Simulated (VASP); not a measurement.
# SiC (F-43m) in VASP: a series of runs

SiC is run at these levels: PBEsol; tasks: single point.

Program: VASP 6.6.1. These are calculated values, not measurements. Logs are shortened: lines on timing, memory, paths and dates and some standing lists are left out, and cuts for length are marked.

## (1) The cell of the first run

The structure is cubic, space group F-43m (No. 216). The conventional cell has a = 4.174 Å, b = 4.174 Å, c = 4.174 Å, α = 90.00°, β = 90.00°, γ = 90.00°. Within 2.4 Å of Si (site symmetry -43m) lie 4 C at 1.81 Å. C (site symmetry -43m) has 4 Si at 1.81 Å within 2.4 Å.

## (2) Single point, PBEsol (strain -0.040 along x and y, -0.040 along z)

The input, INCAR:

```
PREC     = Accurate       # precision mode
ENCUT    = 520            # plane-wave cutoff, eV
EDIFF    = 1E-6           # SCF threshold, eV
ISMEAR   = 0              # smearing method
SIGMA    = 0.05           # smearing width, eV
LREAL    = F              # projectors in reciprocal space
LASPH    = T              # aspherical terms in the spheres
NELM     = 60             # most SCF steps
ALGO     = Normal         # electronic algorithm
ISIF     = 2              # what is computed and relaxed
LWAVE    = F              # write WAVECAR
LCHARG   = T              # write CHGCAR
GGA      = PS             # functional
LELF     = T              # ELF
LVHAR    = T            
NBANDS   = 11             # bands
```

The input, KPOINTS:

```
regular mesh
0
Gamma
  12 12 12
```

The input, POSCAR:

```
SiC
1.0
    0.0000000000      2.0870400000      2.0870400000
    2.0870400000      0.0000000000      2.0870400000
    2.0870400000      2.0870400000      0.0000000000
Si C
1 1
Direct
    0.0000000000      0.0000000000      0.0000000000
    0.7500000000      0.7500000000      0.7500000000
```

Potentials or basis: VASP PAW PBE potentials, release 64 (Si, C).

On the command line:

```
$ cat potpaw_PBE.64/Si/POTCAR potpaw_PBE.64/C/POTCAR > POTCAR
$ mpirun -np 1 vasp_std > vasp.out
```

OUTCAR:

```text
PREC = Accurate
   ENCUT = 520
   EDIFF = 1E-6
   ISMEAR = 0
   LREAL = F
   LASPH = T
   NELM = 60
   ISIF = 2
   GGA = PS

 ion  position               nearest neighbor table
   1  0.000  0.000  0.000-   2 1.81   2 1.81   2 1.81   2 1.81
   2  0.750  0.750  0.750-   1 1.81   1 1.81   1 1.81   1 1.81

  LATTYP: Found a face centered cubic cell.
 ALAT       =     4.1740800000

  Lattice vectors:

 A1 = (   0.0000000000,   2.0870400000,   2.0870400000)
 A2 = (   2.0870400000,   0.0000000000,   2.0870400000)
 A3 = (   2.0870400000,   2.0870400000,   0.0000000000)

Analysis of symmetry for initial positions (statically):
=====================================================================
 Subroutine PRICEL returns:
 Original cell was already a primitive cell.

 Routine SETGRP: Setting up the symmetry group for a
 face centered cubic supercell.

 Subroutine GETGRP returns: Found 24 space group operations
 (whereof 24 operations were pure point group operations)
 out of a pool of 48 trial point group operations.

The static configuration has the point symmetry T_d .

Analysis of symmetry for dynamics (positions and initial velocities):
=====================================================================
 Subroutine PRICEL returns:
 Original cell was already a primitive cell.

 Routine SETGRP: Setting up the symmetry group for a
 face centered cubic supercell.

 Subroutine GETGRP returns: Found 24 space group operations
 (whereof 24 operations were pure point group operations)
 out of a pool of 48 trial point group operations.

The dynamic configuration has the point symmetry T_d .

 Subroutine INISYM returns: Found 24 space group operations
 (whereof 24 operations are pure point group operations),
 and found     1 'primitive' translations

----------------------------------------------------------------------------------------

                                     Primitive cell

  volume of cell :      18.1812

  direct lattice vectors                    reciprocal lattice vectors
     0.000000000  2.087040000  2.087040000    -0.239573750  0.239573750  0.239573750
     2.087040000  0.000000000  2.087040000     0.239573750 -0.239573750  0.239573750
     2.087040000  2.087040000  0.000000000     0.239573750  0.239573750 -0.239573750

  length of vectors
     2.951520273  2.951520273  2.951520273     0.414953908  0.414953908  0.414953908

  position of ions in fractional coordinates (direct lattice)
     0.000000000  0.000000000  0.000000000
     0.750000000  0.750000000  0.750000000

  ion indices of the primitive-cell ions
   primitive index   ion index
                 1           1
                 2           2

----------------------------------------------------------------------------------------

 KPOINTS: regular mesh

Automatic generation of k-mesh.
 Grid dimensions read from file:
 generate k-points for:   12   12   12

 Generating k-lattice:

  Cartesian coordinates                     Fractional coordinates (reciprocal lattice)
    -0.019964479  0.019964479  0.019964479     0.083333333  0.000000000  0.000000000
     0.019964479 -0.019964479  0.019964479     0.000000000  0.083333333  0.000000000
     0.019964479  0.019964479 -0.019964479     0.000000000  0.000000000  0.083333333

  Length of vectors
     0.034579492  0.034579492  0.034579492

  Shift w.r.t. Gamma in fractional coordinates (k-lattice)
     0.000000000  0.000000000  0.000000000

 Subroutine IBZKPT returns following result:
 ===========================================

 Found     72 irreducible k-points:

 Following reciprocal coordinates:
            Coordinates               Weight
  0.000000  0.000000  0.000000      1.000000
  0.083333  0.000000  0.000000      8.000000
  0.166667  0.000000  0.000000      8.000000
  0.250000  0.000000  0.000000      8.000000
  0.333333  0.000000  0.000000      8.000000
  0.416667  0.000000  0.000000      8.000000
[... 16 lines left out ...]
  0.500000  0.166667  0.000000     24.000000
 -0.416667  0.166667  0.000000     24.000000
 [... further k-points ...]
   k-points           NKPTS =     72   k-points in BZ     NKDIM =     72   number of bands    NBANDS=     11
   number of dos      NEDOS =    301   number of ions     NIONS =      2
   total plane-waves  NPLWV =  13824
   dimension x,y,z NGX =    24 NGY =   24 NGZ =   24
   dimension x,y,z NGXF=    48 NGYF=   48 NGZF=   48
   ions per type =               1   1
   NGX,Y,Z   is equivalent  to a cutoff of  13.52, 13.52, 13.52 a.u.
   NGXF,Y,Z  is equivalent  to a cutoff of  27.04, 27.04, 27.04 a.u.
 SYSTEM =  unknown system
   PREC   = accura    normal or accurate (medium, high low for compatibility)
   ISTART =      0    job   : 0-new  1-cont  2-samecut
   ICHARG =      2    charge: 1-file 2-atom 10-const
   ISPIN  =      1    spin polarized calculation?
   LNONCOLLINEAR =      F non collinear calculations
   LSORBIT =      F    spin-orbit coupling
   LASPH  =      T    aspherical Exc in radial PAW
   ENCUT  =  520.0 eV  38.22 Ry    6.18 a.u.   5.49  5.49  5.49*2*pi/ulx,y,z
   NELM   =     60;   NELMIN=  2; NELMDL= -5     # of ELM steps
   EDIFF  = 0.1E-05   stopping-criterion for ELM
   LREAL  =      F    real-space projection
   EDIFFG = 0.1E-04   stopping-criterion for IOM
   NSW    =      0    number of steps for IOM
   IBRION =     -1    ionic relax: 0-MD 1-quasi-New 2-CG
   NFREE  =      0    steps in history (QN), initial steepest desc. (CG)
   ISIF   =      2    stress and relaxation
   ISYM   =      2    0-nonsym 1-usesym 2-fastsym
   POTIM  = 0.5000    time-step for ionic-motion
   TEBEG  =    0.0;   TEEND  =   0.0 temperature during run
   PSTRESS=    0.0 pullay stress
   NELECT =       8.0000    total number of electrons
   NUPDOWN=      -1.0000    fix difference up-down
   EMIN   =  10.00;   EMAX   =-10.00  energy-range for DOS
   EFERMI =   0.00;   METHOD = LEGACY
   ISMEAR =     0;   SIGMA  =   0.05  broadening in eV -4-tet -1-fermi 0-gaus
   EFERMI_NEDOS =   21; number of points for ismear=-14 and -15
   IALGO  =     38    algorithm
   IMIX   =      4    mixing-type and parameters
     AMIX     =   0.40;   BMIX     =  1.00
     AMIX_MAG =   1.60;   BMIX_MAG =  1.00
  volume/ion in A,a.u.               =       9.09        61.35
  Fermi-wavevector in a.u.,A,eV,Ry     =   1.245176  2.353041 21.095332  1.550463
  Thomas-Fermi vector in A             =   2.379410
   LORBIT       =      0    0 simple, 1 ext, 2 COOP (PROOUT), +10 PAW based schemes
   GGA     = PS    functional components
   LHFCALC =     F    Hartree Fock is set to
   AEXX    =    0.0000 exact exchange contribution
   IVDW    =     0    specifies the selected vdW correction
   LEPSILON=     F    determine dielectric tensor
   LRPA    =     F    only Hartree local field effects (RPA)
 non-spin polarized calculation
 Gauss-broadening in eV      SIGMA  =   0.05
  energy-cutoff  :      520.00
  volume of cell :       18.18
 maximum number of plane-waves:       531
 NGX is ok and might be reduce to    24
   NGX = 11   NGY = 11   NGZ = 11

 number of electron       8.0000000 magnetization

 Free energy of the ion-electron system (eV)
  ---------------------------------------------------
  ext. energy  EPLUGINS =         0.00000000
  ---------------------------------------------------
  free energy    TOTEN  =       -15.65230479 eV

  energy without entropy =      -15.65230479  energy(sigma->0) =      -15.65230479

 E-fermi :   9.7696     XC(G=0): -12.0712

 val. band max:        9.5749594447   @ k =   0.0000   0.0000   0.0000
 cond. band min:      10.6808406592   @ k =   0.5000   0.5000   0.0000
 fundamental gap:      1.1058812145
 Fermi energy:         9.7696140125

 k-point     1 :       0.0000    0.0000    0.0000
  band No.  band energies     occupation
      1      -6.9029      2.00000
      2       9.5750      2.00000
      3       9.5750      2.00000
      4       9.5750      2.00000
      5      17.2876      0.00000
      6      17.7703      0.00000
      7      17.7703      0.00000
      8      17.7703      0.00000
      9      24.8221      0.00000
     10      24.8221      0.00000
     11      27.7717      0.00000

 k-point     2 :       0.0833    0.0000    0.0000
  band No.  band energies     occupation
      1      -6.7521      2.00000
      2       8.8307      2.00000
      3       9.4778      2.00000
      4       9.4778      2.00000
      5      17.3140      0.00000
      6      17.9617      0.00000
      7      17.9617      0.00000
      8      18.1254      0.00000
      9      23.9634      0.00000
     10      23.9634      0.00000
     11      26.9570      0.00000

 k-point     3 :       0.1667    0.0000    0.0000
  band No.  band energies     occupation
      1      -6.3034      2.00000
      2       7.0956      2.00000
      3       9.2369      2.00000
      4       9.2369      2.00000
      5      17.0194      0.00000
      6      18.3011      0.00000
      7      18.3011      0.00000
      8      19.1520      0.00000
      9      23.0912      0.00000
     10      23.0912      0.00000
     11      26.1225      0.00000

 k-point     4 :       0.2500    0.0000    0.0000
  band No.  band energies     occupation
      1      -5.5702      2.00000
      2       5.0204      2.00000
      3       8.9537      2.00000
      4       8.9537      2.00000
      5      16.6615      0.00000
      6      18.2509      0.00000
      7      18.2509      0.00000
      8      20.0234      0.00000
      9      23.3585      0.00000
     10      23.3585      0.00000
     11      25.7521      0.00000
[... 239 lines left out ...]
 k-point    22 :       0.4167    0.1667    0.0000
  band No.  band energies     occupation
      1      -3.7232      2.00000
      2       2.6816      2.00000
      3       7.1700      2.00000
      4       7.6093      2.00000
      5      14.6189      0.00000
      6      18.3116      0.00000
      7      19.6397      0.00000
      8      20.2503      0.00000
      9      24.1264      0.00000
     10      28.1257      0.00000
     11      28.8741      0.00000

 k-point    23 :       0.5000    0.1667    0.0000
  band No.  band energies     occupation
      1      -2.6746      2.00000
      2       1.1491      2.00000
      3       6.6649      2.00000
      4       7.7089      2.00000
      5      14.6609      0.00000
      6      18.3606      0.00000
      7      19.0951      0.00000
      8      21.4144      0.00000
      9      24.5792      0.00000
     10      28.1849      0.00000
     11      29.2414      0.00000

 k-point    24 :      -0.4167    0.1667    0.0000
  band No.  band energies     occupation
      1      -2.4432      2.00000
      2       0.8519      2.00000
      3       6.3080      2.00000
      4       7.9806      2.00000
      5      15.0114      0.00000
      6      18.3006      0.00000
      7      18.7238      0.00000
      8      21.9601      0.00000
      9      25.4595      0.00000
     10      26.0706      0.00000
     11      29.1617      0.00000

 [... further k-points ...]
[... 5 lines left out ...]
  --------------------------------------------------------------------------------------
  -------------------------------------------------------------------------------------
  Total        4.1898421      4.1898421      4.1898421      0.0000000      0.0000000      0.0000000
  in kB      369.2205976    369.2205976    369.2205976      0.0000000      0.0000000      0.0000000
  external PRESSURE =     369.2205976 kB  Pullay stress =       0.0000000 kB

 VOLUME and BASIS-vectors are now :
 -----------------------------------------------------------------------------
  energy-cutoff  :      520.00
  volume of cell :       18.18
      direct lattice vectors                 reciprocal lattice vectors
     0.000000000  2.087040000  2.087040000    -0.239573750  0.239573750  0.239573750
     2.087040000  0.000000000  2.087040000     0.239573750 -0.239573750  0.239573750
     2.087040000  2.087040000  0.000000000     0.239573750  0.239573750 -0.239573750

 POSITION                                       TOTAL-FORCE (eV/Angst)
 -----------------------------------------------------------------------------------
      0.00000      0.00000      0.00000         0.000000     -0.000000     -0.000000
      3.13056      3.13056      3.13056        -0.000000      0.000000      0.000000
 -----------------------------------------------------------------------------------
    total drift:                               -0.000000     -0.000000     -0.000000

  FREE ENERGIE OF THE ION-ELECTRON SYSTEM (eV)
  ---------------------------------------------------
  free  energy   TOTEN  =       -15.6523047923 eV

  energy  without entropy=      -15.6523047923  energy(sigma->0) =      -15.65230479
```

Run time: 8.8 s. Hardware: 1 thread of Intel Xeon Platinum 8259CL at 2.50GHz (Skylake/Cascade Lake), shared host; peak memory 0.14 GiB.

Results:

```
Free energy            : -15.6523 eV
Pressure               : 36.9 GPa
Band gap on the k mesh : 1.11 eV, indirect (least direct gap 4.56 eV)
```

Levels at points of the mesh, in eV from the valence-band top:
```
           k point  band 1  band 2  band 3  band 4  band 5  band 6  band 7  band 8
(0.00, 0.00, 0.00)  -16.48    0.00    0.00    0.00    7.71    8.20    8.20    8.20
(0.50, 0.00, 0.00)  -12.36   -9.35   -1.08   -1.08    6.58    7.68    7.68   10.64
(0.50, 0.50, 0.00)  -10.77   -8.28   -3.46   -3.46    1.11    4.67   15.50   15.50
```

Caveat: the cell differs from its parent crystal (strain -0.040 along x and y, -0.040 along z); the PAW data sets were made with another functional, which shifts forces and pressure a little.

[end of part 1 of 2]
